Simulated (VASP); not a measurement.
# Nb (P6_3/mmc) in VASP: further runs

The runs below take Nb through single point, with BLYP.

All numbers are computed with VASP 6.6.1; they aren't measurements. Logs are shortened: lines on timing, memory, paths and dates and some standing lists are left out, and cuts for length are marked.

## 1. The cell of the first run

It takes space group P6_3/mmc (No. 194, hexagonal). The conventional cell has a = 2.857 Å, b = 2.857 Å, c = 5.283 Å, α = 90.00°, β = 90.00°, γ = 120.00°. Nb (site symmetry -6m2) has 12 Nb at 2.86 to 3.11 Å within 3.8 Å.

## 2. Single point, BLYP (volume scaled by 0.96)

INCAR

```
SYSTEM = Nb
PREC = Accurate ; ENCUT = 520
EDIFF = 1E-7 ; ISMEAR = -1
SIGMA = 0.1 ; LREAL = .False.
LASPH = .True. ; NELM = 100
ALGO = Normal ; ISIF = 2
LWAVE = .False. ; LCHARG = .False.
GGA = B5 ; ALDAX = 1.0
AGGAX = 1.0 ; AGGAC = 1.0
ALDAC = 0.0 ; NBANDS = 20
```

KPOINTS

```
regular mesh
0
Gamma
  14 14 7
  0 0 0
```

POSCAR

```
Nb
1.0
    2.8565809111      0.0000000000      0.0000000000
   -1.4282904555      2.4738716370      0.0000000000
    0.0000000000      0.0000000000      5.2829589127
Nb
2
Direct
    0.3333333333      0.6666666667      0.2500000000
    0.6666666667      0.3333333333      0.7500000000
```

Potentials or basis: VASP PAW PBE potentials, release 64 (Nb_sv).

On the command line:

```bash
> cat potpaw_PBE.64/Nb_sv/POTCAR > POTCAR
> mpirun -np 1 vasp_std > vasp.out
```

OUTCAR:

```text
SYSTEM = Nb
   PREC = Accurate
   ENCUT = 520
   EDIFF = 1E-7
   ISMEAR = -1
   LREAL = .False.
   LASPH = .True.
   NELM = 100
   ISIF = 2
   GGA = B5

 ion  position               nearest neighbor table
   1  0.333  0.667  0.250-
   2  0.667  0.333  0.750-

  LATTYP: Found a hexagonal cell.
 ALAT       =     2.8565809111
 C/A-ratio  =     1.8493993614

  Lattice vectors:

 A1 = (   2.8565809111,   0.0000000000,   0.0000000000)
 A2 = (  -1.4282904555,   2.4738716370,   0.0000000000)
 A3 = (   0.0000000000,   0.0000000000,   5.2829589127)

Analysis of symmetry for initial positions (statically):
=====================================================================
 Subroutine PRICEL returns:
 Original cell was already a primitive cell.

 Routine SETGRP: Setting up the symmetry group for a
 hexagonal supercell.

 Subroutine GETGRP returns: Found 24 space group operations
 (whereof 12 operations were pure point group operations)
 out of a pool of 24 trial point group operations.

The static configuration has the point symmetry D_3d.
 The point group associated with its full space group is D_6h.

Analysis of symmetry for dynamics (positions and initial velocities):
=====================================================================
 Subroutine PRICEL returns:
 Original cell was already a primitive cell.

 Routine SETGRP: Setting up the symmetry group for a
 hexagonal supercell.

 Subroutine GETGRP returns: Found 24 space group operations
 (whereof 12 operations were pure point group operations)
 out of a pool of 24 trial point group operations.

The dynamic configuration has the point symmetry D_3d.
 The point group associated with its full space group is D_6h.

 Subroutine INISYM returns: Found 24 space group operations
 (whereof 12 operations are pure point group operations),
 and found     1 'primitive' translations

----------------------------------------------------------------------------------------

                                     Primitive cell

  volume of cell :      37.3337

  direct lattice vectors                    reciprocal lattice vectors
     2.856580911  0.000000000  0.000000000     0.350068852  0.202112346  0.000000000
    -1.428290456  2.473871637  0.000000000     0.000000000  0.404224692  0.000000000
     0.000000000  0.000000000  5.282958913     0.000000000  0.000000000  0.189287862

  length of vectors
     2.856580911  2.856580911  5.282958913     0.404224692  0.404224692  0.189287862

  position of ions in fractional coordinates (direct lattice)
     0.333333333  0.666666667  0.250000000
     0.666666667  0.333333333  0.750000000

  ion indices of the primitive-cell ions
   primitive index   ion index
                 1           1
                 2           2

----------------------------------------------------------------------------------------

 KPOINTS: regular mesh

Automatic generation of k-mesh.
 Grid dimensions read from file:
 generate k-points for:   14   14    7

 Generating k-lattice:

  Cartesian coordinates                     Fractional coordinates (reciprocal lattice)
     0.025004918  0.014436596  0.000000000     0.071428571  0.000000000  0.000000000
     0.000000000  0.028873192  0.000000000     0.000000000  0.071428571  0.000000000
     0.000000000  0.000000000  0.027041123     0.000000000  0.000000000  0.142857143

  Length of vectors
     0.028873192  0.028873192  0.027041123

  Shift w.r.t. Gamma in fractional coordinates (k-lattice)
     0.000000000  0.000000000  0.000000000

 Subroutine IBZKPT returns following result:
 ===========================================

 Found     96 irreducible k-points:

 Following reciprocal coordinates:
            Coordinates               Weight
  0.000000  0.000000  0.000000      1.000000
  0.071429 -0.000000  0.000000      6.000000
  0.142857 -0.000000  0.000000      6.000000
  0.214286 -0.000000  0.000000      6.000000
  0.285714 -0.000000  0.000000      6.000000
  0.357143 -0.000000  0.000000      6.000000
[... 16 lines left out ...]
  0.285714  0.285714  0.000000      6.000000
  0.357143  0.285714  0.000000      6.000000
 [... further k-points ...]
   k-points           NKPTS =     96   k-points in BZ     NKDIM =     96   number of bands    NBANDS=     20
   number of dos      NEDOS =    301   number of ions     NIONS =      2
   total plane-waves  NPLWV =  23040
   dimension x,y,z NGX =    24 NGY =   24 NGZ =   40
   dimension x,y,z NGXF=    48 NGYF=   48 NGZF=   80
   ions per type =               2
   NGX,Y,Z   is equivalent  to a cutoff of  13.97, 13.97, 12.59 a.u.
   NGXF,Y,Z  is equivalent  to a cutoff of  27.93, 27.93, 25.17 a.u.
 SYSTEM =  Nb
   PREC   = accura    normal or accurate (medium, high low for compatibility)
   ISTART =      0    job   : 0-new  1-cont  2-samecut
   ICHARG =      2    charge: 1-file 2-atom 10-const
   ISPIN  =      1    spin polarized calculation?
   LNONCOLLINEAR =      F non collinear calculations
   LSORBIT =      F    spin-orbit coupling
   LASPH  =      T    aspherical Exc in radial PAW
   ENCUT  =  520.0 eV  38.22 Ry    6.18 a.u.   5.31  5.31  9.82*2*pi/ulx,y,z
   NELM   =    100;   NELMIN=  2; NELMDL= -5     # of ELM steps
   EDIFF  = 0.1E-06   stopping-criterion for ELM
   LREAL  =      F    real-space projection
   EDIFFG = 0.1E-05   stopping-criterion for IOM
   NSW    =      0    number of steps for IOM
   IBRION =     -1    ionic relax: 0-MD 1-quasi-New 2-CG
   NFREE  =      0    steps in history (QN), initial steepest desc. (CG)
   ISIF   =      2    stress and relaxation
   ISYM   =      2    0-nonsym 1-usesym 2-fastsym
   POTIM  = 0.5000    time-step for ionic-motion
   TEBEG  =    0.0;   TEEND  =   0.0 temperature during run
   PSTRESS=    0.0 pullay stress
   NELECT =      26.0000    total number of electrons
   NUPDOWN=      -1.0000    fix difference up-down
   EMIN   =  10.00;   EMAX   =-10.00  energy-range for DOS
   EFERMI =   0.00;   METHOD = LEGACY
   ISMEAR =    -1;   SIGMA  =   0.10  broadening in eV -4-tet -1-fermi 0-gaus
   EFERMI_NEDOS =   21; number of points for ismear=-14 and -15
   IALGO  =     38    algorithm
   IMIX   =      4    mixing-type and parameters
     AMIX     =   0.40;   BMIX     =  1.00
     AMIX_MAG =   1.60;   BMIX_MAG =  1.00
  volume/ion in A,a.u.               =      18.67       125.97
  Fermi-wavevector in a.u.,A,eV,Ry     =   1.451105  2.742192 28.649883  2.105707
  Thomas-Fermi vector in A             =   2.568641
   LORBIT       =      0    0 simple, 1 ext, 2 COOP (PROOUT), +10 PAW based schemes
   GGA     = B5    functional components
   LHFCALC =     F    Hartree Fock is set to
   AEXX    =    0.0000 exact exchange contribution
   IVDW    =     0    specifies the selected vdW correction
   LEPSILON=     F    determine dielectric tensor
   LRPA    =     F    only Hartree local field effects (RPA)
 non-spin polarized calculation
  energy-cutoff  :      520.00
  volume of cell :       37.33
 maximum number of plane-waves:      1027
 NGX is ok and might be reduce to    24
   NGX = 11   NGY = 11   NGZ = 19

 number of electron      26.0000001 magnetization

 Free energy of the ion-electron system (eV)
  ---------------------------------------------------
  ext. energy  EPLUGINS =         0.00000000
  ---------------------------------------------------
  free energy    TOTEN  =       -17.20008122 eV

  energy without entropy =      -17.10782683  energy(sigma->0) =      -17.15395402

 E-fermi :  11.5886     XC(G=0): -11.6805

 val. band max:       11.5476473678   @ k =   0.2857   0.0714   0.0000
 cond. band min:      11.5896934621   @ k =   0.0714   0.0714   0.4286
 fundamental gap:      0.0420460943
 Fermi energy:        11.5886078645

 k-point     1 :       0.0000    0.0000    0.0000
  band No.  band energies     occupation
      1     -43.0496      2.00000
      2     -42.9316      2.00000
      3     -19.6322      2.00000
      4     -18.7434      2.00000
      5     -18.4699      2.00000
      6     -18.4699      2.00000
[... 12 lines left out ...]
     19      15.7550      0.00000
     20      15.7550      0.00000

 k-point     2 :       0.0714   -0.0000    0.0000
  band No.  band energies     occupation
      1     -43.0379      2.00000
      2     -42.9225      2.00000
      3     -19.6122      2.00000
      4     -18.7431      2.00000
      5     -18.5398      2.00000
      6     -18.4880      2.00000
[... 12 lines left out ...]
     19      15.8037      0.00000
     20      16.2449      0.00000

 k-point     3 :       0.1429   -0.0000    0.0000
  band No.  band energies     occupation
      1     -43.0050      2.00000
      2     -42.8970      2.00000
      3     -19.5550      2.00000
      4     -18.7438      2.00000
      5     -18.7339      2.00000
      6     -18.6577      2.00000
[... 12 lines left out ...]
     19      15.8882      0.00000
     20      17.2739      0.00000

 k-point     4 :       0.2143   -0.0000    0.0000
  band No.  band energies     occupation
      1     -42.9564      2.00000
      2     -42.8605      2.00000
      3     -19.4676      2.00000
      4     -19.0097      2.00000
      5     -18.9278      2.00000
      6     -18.7488      2.00000
[... 12 lines left out ...]
     19      15.9354      0.00000
     20      18.4472      0.00000

 k-point     5 :       0.2857   -0.0000    0.0000
  band No.  band energies     occupation
      1     -42.9008      2.00000
      2     -42.8208      2.00000
      3     -19.3613      2.00000
      4     -19.3091      2.00000
      5     -19.2162      2.00000
      6     -18.7629      2.00000
[... 12 lines left out ...]
     19      15.9328      0.00000
     20      19.5873      0.00000
[... 353 lines left out ...]
      6     -19.0371      2.00000
[... 12 lines left out ...]
     19      18.4807      0.00000
     20      21.5713      0.00000

 k-point    22 :       0.3571    0.2143    0.0000
  band No.  band energies     occupation
      1     -42.7721      2.00000
      2     -42.7478      2.00000
      3     -19.6325      2.00000
      4     -19.5269      2.00000
      5     -19.1258      2.00000
      6     -19.0544      2.00000
[... 12 lines left out ...]
     19      19.2960      0.00000
     20      20.5634      0.00000

 k-point    23 :       0.2857    0.2857    0.0000
  band No.  band energies     occupation
      1     -42.7684      2.00000
      2     -42.7467      2.00000
      3     -19.5506      2.00000
      4     -19.4731      2.00000
      5     -19.2033      2.00000
      6     -19.1052      2.00000
[... 12 lines left out ...]
     19      19.4206      0.00000
     20      20.6025      0.00000

 k-point    24 :       0.3571    0.2857    0.0000
  band No.  band energies     occupation
      1     -42.7556      2.00000
      2     -42.7460      2.00000
      3     -19.5229      2.00000
      4     -19.4171      2.00000
      5     -19.3060      2.00000
      6     -19.1898      2.00000
[... 12 lines left out ...]
     19      19.8286      0.00000
     20      20.1657      0.00000

 [... further k-points ...]
[... 5 lines left out ...]
  --------------------------------------------------------------------------------------
  -------------------------------------------------------------------------------------
  Total        1.4985262      1.4985262      1.4154271      0.0000000     -0.0000000      0.0000000
  in kB       64.3093322     64.3093322     60.7431280      0.0000000     -0.0000000      0.0000000
  external PRESSURE =      63.1205975 kB  Pullay stress =       0.0000000 kB

 VOLUME and BASIS-vectors are now :
 -----------------------------------------------------------------------------
  energy-cutoff  :      520.00
  volume of cell :       37.33
      direct lattice vectors                 reciprocal lattice vectors
     2.856580911  0.000000000  0.000000000     0.350068852  0.202112346  0.000000000
    -1.428290456  2.473871637  0.000000000     0.000000000  0.404224692  0.000000000
     0.000000000  0.000000000  5.282958913     0.000000000  0.000000000  0.189287862

 POSITION                                       TOTAL-FORCE (eV/Angst)
 -----------------------------------------------------------------------------------
     -0.00000      1.64925      1.32074        -0.000000      0.000000      0.000000
      1.42829      0.82462      3.96222         0.000000     -0.000000      0.000000
 -----------------------------------------------------------------------------------
    total drift:                               -0.000000      0.000000     -0.000000

  FREE ENERGIE OF THE ION-ELECTRON SYSTEM (eV)
  ---------------------------------------------------
  free  energy   TOTEN  =       -17.2000812210 eV

  energy  without entropy=      -17.1078268265  energy(sigma->0) =      -17.15395402
```

Wall time 49 s (1 thread of Intel Xeon Platinum 8488C (Sapphire Rapids), shared host); peak memory 0.19 GiB.

Results:

```
Free energy            : -17.2001 eV
Pressure               : 6.3 GPa
Band gap on the k mesh : zero (band 13 reaches 13.23 eV, above the bottom of band 14 at 10.94 eV)
```

Levels at points of the mesh, in eV from the Fermi level:
| k point | band 9 | band 10 | band 11 | band 12 | band 13 | band 14 | band 15 | band 16 | band 17 | band 18 |
| --- | --- | --- | --- | --- | --- | --- | --- | --- | --- | --- |
| (0.00, 0.00, 0.00) | -6.02 | -3.85 | -1.14 | 0.28 | 0.28 | 0.57 | 0.68 | 0.68 | 2.56 | 2.56 |
| (0.50, 0.00, 0.00) | -3.62 | -3.28 | -3.20 | -0.60 | 0.30 | 0.43 | 0.76 | 4.27 | 5.44 | 5.62 |

Caveat: the PAW data sets were made with another functional, which shifts forces and pressure a little.

(Continued in part 2 of 2.)
